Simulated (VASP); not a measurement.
# La2PBr2 (P-3m1) in VASP: a series of runs

La2PBr2 is run at these levels: LDA; tasks: single point.

All numbers are computed with VASP 6.6.1; they aren't measurements. Logs are shortened: lines on timing, memory, paths and dates and some standing lists are left out, and cuts for length are marked.

## 1. The cell of the first run

The structure is trigonal, space group P-3m1 (No. 164). The conventional cell has a = 4.270 Å, b = 4.270 Å, c = 10.203 Å, α = 90.00°, β = 90.00°, γ = 120.00°. Within 3.9 Å of La (site symmetry 3m) lie 3 P at 2.96 Å and 3 Br at 3.09 Å. P (site symmetry -3m) has 6 La at 2.96 Å within 3.9 Å. Br (site symmetry 3m) has 3 La at 3.09 Å and 3 Br at 4.03 Å within 4.1 Å.

## 2. Single point, LDA

Input file INCAR:

```
SYSTEM = La2PBr2
  PREC = Accurate
  ENCUT = 520
  EDIFF = 1E-6
  ISMEAR = -1
  SIGMA = 0.1
  LREAL = .FALSE.
  LASPH = .TRUE.
  NELM = 100
  ALGO = Normal
  ISIF = 2
  LWAVE = .FALSE.
  LCHARG = .FALSE.
  GGA = CA
  NBANDS = 28
```

Input file KPOINTS:

```
regular mesh
0
G
  6 6 3
  0 0 0
```

Input file POSCAR:

```
La2PBr2
1.0
    4.2695460000      0.0000000000      0.0000000000
   -2.1347730000      3.6975360000      0.0000000000
    0.0000000000      0.0000000000     10.2033360000
La P Br
2 1 2
Direct
    0.3333330000      0.6666670000      0.8393400000
    0.6666670000      0.3333330000      0.1606600000
    0.0000000000      0.0000000000      0.0000000000
    0.6666670000      0.3333330000      0.6563970000
    0.3333330000      0.6666670000      0.3436030000
```

Potentials or basis: VASP PAW LDA potentials, release 64 (La, P, Br).

Command:

```console
> cat potpaw_LDA.64/La/POTCAR potpaw_LDA.64/P/POTCAR potpaw_LDA.64/Br/POTCAR > POTCAR
> mpirun -np 1 vasp_std > vasp.out
```

OUTCAR:

```text
SYSTEM = La2PBr2
   PREC = Accurate
   ENCUT = 520
   EDIFF = 1E-6
   ISMEAR = -1
   LREAL = .FALSE.
   LASPH = .TRUE.
   NELM = 100
   ISIF = 2
   GGA = CA

 ion  position               nearest neighbor table
   1  0.333  0.667  0.839-   3 2.96   3 2.96   3 2.96   4 3.09   4 3.09   4 3.09
   2  0.667  0.333  0.161-   3 2.96   3 2.96   3 2.96   5 3.09   5 3.09   5 3.09
   3  0.000  0.000  0.000-   1 2.96   2 2.96   2 2.96   1 2.96   2 2.96   1 2.96
   4  0.667  0.333  0.656-   1 3.09   1 3.09   1 3.09
   5  0.333  0.667  0.344-   2 3.09   2 3.09   2 3.09

  LATTYP: Found a hexagonal cell.
 ALAT       =     4.2695460000
 C/A-ratio  =     2.3897941374

  Lattice vectors:

 A1 = (   4.2695460000,   0.0000000000,   0.0000000000)
 A2 = (  -2.1347730000,   3.6975360000,   0.0000000000)
 A3 = (   0.0000000000,   0.0000000000,  10.2033360000)

Analysis of symmetry for initial positions (statically):
=====================================================================
 Subroutine PRICEL returns:
 Original cell was already a primitive cell.

 Routine SETGRP: Setting up the symmetry group for a
 hexagonal supercell.

 Subroutine GETGRP returns: Found 12 space group operations
 (whereof 12 operations were pure point group operations)
 out of a pool of 24 trial point group operations.

The static configuration has the point symmetry D_3d.

Analysis of symmetry for dynamics (positions and initial velocities):
=====================================================================
 Subroutine PRICEL returns:
 Original cell was already a primitive cell.

 Routine SETGRP: Setting up the symmetry group for a
 hexagonal supercell.

 Subroutine GETGRP returns: Found 12 space group operations
 (whereof 12 operations were pure point group operations)
 out of a pool of 24 trial point group operations.

The dynamic configuration has the point symmetry D_3d.

 Subroutine INISYM returns: Found 12 space group operations
 (whereof 12 operations are pure point group operations),
 and found     1 'primitive' translations

----------------------------------------------------------------------------------------

                                     Primitive cell

  volume of cell :     161.0780

  direct lattice vectors                    reciprocal lattice vectors
     4.269546000  0.000000000  0.000000000     0.234216940  0.135225188  0.000000000
    -2.134773000  3.697536000  0.000000000     0.000000000  0.270450376  0.000000000
     0.000000000  0.000000000 10.203336000     0.000000000  0.000000000  0.098007162

  length of vectors
[... 82 lines left out ...]
   EDIFFG = 0.1E-04   stopping-criterion for IOM
   NSW    =      0    number of steps for IOM
   IBRION =     -1    ionic relax: 0-MD 1-quasi-New 2-CG
   NFREE  =      0    steps in history (QN), initial steepest desc. (CG)
   ISIF   =      2    stress and relaxation
   ISYM   =      2    0-nonsym 1-usesym 2-fastsym
   POTIM  = 0.5000    time-step for ionic-motion
   TEBEG  =    0.0;   TEEND  =   0.0 temperature during run
   PSTRESS=    0.0 pullay stress
   NELECT =      41.0000    total number of electrons
   NUPDOWN=      -1.0000    fix difference up-down
   EMIN   =  10.00;   EMAX   =-10.00  energy-range for DOS
   EFERMI =   0.00;   METHOD = LEGACY
   ISMEAR =    -1;   SIGMA  =   0.10  broadening in eV -4-tet -1-fermi 0-gaus
   EFERMI_NEDOS =   21; number of points for ismear=-14 and -15
   IALGO  =     38    algorithm
   IMIX   =      4    mixing-type and parameters
     AMIX     =   0.40;   BMIX     =  1.00
     AMIX_MAG =   1.60;   BMIX_MAG =  1.00
  volume/ion in A,a.u.               =      32.22       217.40
  Fermi-wavevector in a.u.,A,eV,Ry     =   1.037506  1.960602 14.645570  1.076419
  Thomas-Fermi vector in A             =   2.171947
   LORBIT       =      0    0 simple, 1 ext, 2 COOP (PROOUT), +10 PAW based schemes
   GGA     = CA    functional components
   LHFCALC =     F    Hartree Fock is set to
   AEXX    =    0.0000 exact exchange contribution
   IVDW    =     0    specifies the selected vdW correction
   LEPSILON=     F    determine dielectric tensor
   LRPA    =     F    only Hartree local field effects (RPA)
 non-spin polarized calculation
  energy-cutoff  :      520.00
  volume of cell :      161.08
 maximum number of plane-waves:      4365
   NGX = 15   NGY = 15   NGZ = 37

 number of electron      40.9999997 magnetization

 Free energy of the ion-electron system (eV)
  ---------------------------------------------------
  ext. energy  EPLUGINS =         0.00000000
  ---------------------------------------------------
  free energy    TOTEN  =       -30.49056421 eV

  energy without entropy =      -30.41902201  energy(sigma->0) =      -30.45479311

 E-fermi :   5.1143     XC(G=0):  -9.0519

 val. band max:        5.1062909854   @ k =   0.3333   0.1667   0.3333
 cond. band min:       5.3021068470   @ k =   0.0000   0.1667   0.3333
 fundamental gap:      0.1958158615
 Fermi energy:         5.1143286769

 k-point     1 :       0.0000    0.0000    0.0000
  band No.  band energies     occupation
      1     -27.7942      2.00000
      2     -27.7565      2.00000
      3     -12.2153      2.00000
      4     -11.8918      2.00000
      5     -11.4129      2.00000
      6     -11.4129      2.00000
[... 516 lines left out ...]
     27       6.6501      0.00000
     28       6.7211      0.00000

------------------------ aborting loop because EDIFF is reached ----------------------------------------

  FORCE on cell =-STRESS in cart. coord.  units (eV):
  Direction    XX          YY          ZZ          XY          YZ          ZX
  --------------------------------------------------------------------------------------
  -------------------------------------------------------------------------------------
  Total       -3.2579638     -3.2579650     -3.2451936      0.0000000      0.0000000      0.0000000
  in kB      -32.4056351    -32.4056474    -32.2786155      0.0000000      0.0000000      0.0000000
  external PRESSURE =     -32.3632993 kB  Pullay stress =       0.0000000 kB

 VOLUME and BASIS-vectors are now :
 -----------------------------------------------------------------------------
  energy-cutoff  :      520.00
  volume of cell :      161.08
      direct lattice vectors                 reciprocal lattice vectors
     4.269546000  0.000000000  0.000000000     0.234216940  0.135225188  0.000000000
    -2.134773000  3.697536000  0.000000000     0.000000000  0.270450376  0.000000000
     0.000000000  0.000000000 10.203336000     0.000000000  0.000000000  0.098007162

 POSITION                                       TOTAL-FORCE (eV/Angst)
 -----------------------------------------------------------------------------------
     -0.00000      2.46503      8.56407        -0.000000      0.000000      0.040920
      2.13478      1.23251      1.63927        -0.000000      0.000000     -0.040920
      0.00000      0.00000      0.00000        -0.000000      0.000000     -0.000000
      2.13478      1.23251      6.69744        -0.000000      0.000000      0.330908
     -0.00000      2.46503      3.50590         0.000000     -0.000000     -0.330908
 -----------------------------------------------------------------------------------
    total drift:                               -0.000000      0.000000      0.000000

  FREE ENERGIE OF THE ION-ELECTRON SYSTEM (eV)
  ---------------------------------------------------
  free  energy   TOTEN  =       -30.4905642091 eV

  energy  without entropy=      -30.4190220087  energy(sigma->0) =      -30.45479311
```

OSZICAR:

```text
N       E                     dE             d eps       ncg     rms          rms(c)
DAV:   1     0.439653073831E+03    0.43965E+03   -0.15078E+04   952   0.178E+03
DAV:   2     0.651932543251E+02   -0.37446E+03   -0.36014E+03  1328   0.310E+02
DAV:   3    -0.219551982387E+02   -0.87148E+02   -0.84372E+02  1492   0.177E+02
DAV:   4    -0.310274599355E+02   -0.90723E+01   -0.90138E+01  1632   0.566E+01
DAV:   5    -0.316725710495E+02   -0.64511E+00   -0.64291E+00  1640   0.157E+01    0.659E+00
DAV:   6    -0.306349635969E+02    0.10376E+01   -0.35866E+00  1592   0.987E+00    0.327E+00
DAV:   7    -0.305337323588E+02    0.10123E+00   -0.31123E+00  1568   0.817E+00    0.207E+00
DAV:   8    -0.305183342457E+02    0.15398E-01   -0.24784E-01  1672   0.329E+00    0.167E+00
DAV:   9    -0.304924929852E+02    0.25841E-01   -0.94681E-02  1456   0.126E+00    0.428E-01
DAV:  10    -0.304912376735E+02    0.12553E-02   -0.27021E-02  1720   0.786E-01    0.404E-01
DAV:  11    -0.304904382435E+02    0.79943E-03   -0.49048E-03  1552   0.377E-01    0.196E-01
DAV:  12    -0.304907121470E+02   -0.27390E-03   -0.28158E-03  1616   0.278E-01    0.883E-02
DAV:  13    -0.304905609705E+02    0.15118E-03   -0.94055E-04  1544   0.154E-01    0.218E-02
DAV:  14    -0.304905631409E+02   -0.21704E-05   -0.92741E-05  1688   0.717E-02    0.850E-03
DAV:  15    -0.304905643787E+02   -0.12378E-05   -0.11549E-05  1568   0.197E-02    0.773E-03
DAV:  16    -0.304905642091E+02    0.16960E-06   -0.33099E-06  1256   0.118E-02
   1 F= -.30490564E+02 E0= -.30454793E+02  d E =-.715422E-01
```

stdout:

```text
POSCAR found type information on POSCAR LaP Br
 POSCAR found :  3 types and       5 ions
 scaLAPACK will be used
 LDA part: xc-table for (Slater(with rela. corr.)+CA(PZ))
 , standard interpolation
 POSCAR, INCAR and KPOINTS ok, starting setup
 FFT: planning ... GRIDC
 FFT: planning ... GRID_SOFT
 FFT: planning ... GRID
 WAVECAR not read
 entering main loop
```

Run time: 88 s. Hardware: 1 thread of Intel Xeon Platinum 8259CL at 2.50GHz (Skylake/Cascade Lake), shared host; peak memory 0.27 GiB.

Results:

- Free energy: -30.4906 eV
- Pressure: -3.2 GPa
- Largest force: 0.331 eV/Å

Forces in eV/Å, atoms in the order of the input:
```
La   0.000  0.000  0.041
La   0.000  0.000 -0.041
P    0.000  0.000  0.000
Br   0.000  0.000  0.331
Br   0.000  0.000 -0.331
```

Levels at points of the mesh, in eV from the Fermi level:
```
           k point  band 17  band 18  band 19  band 20  band 21  band 22  band 23  band 24
(0.00, 0.00, 0.00)    -3.85    -2.33    -2.00    -2.00     0.74     0.81     0.81     1.11
(0.50, 0.00, 0.00)    -3.82    -2.57    -2.14    -2.00    -0.74     1.25     1.29     1.39
```

Caveat: spin-orbit coupling is left out, which moves the levels of the heavy elements; an odd number of electrons without spin polarisation forces a metal; a magnetic or distorted state may lie lower.

[end of part 1 of 2]
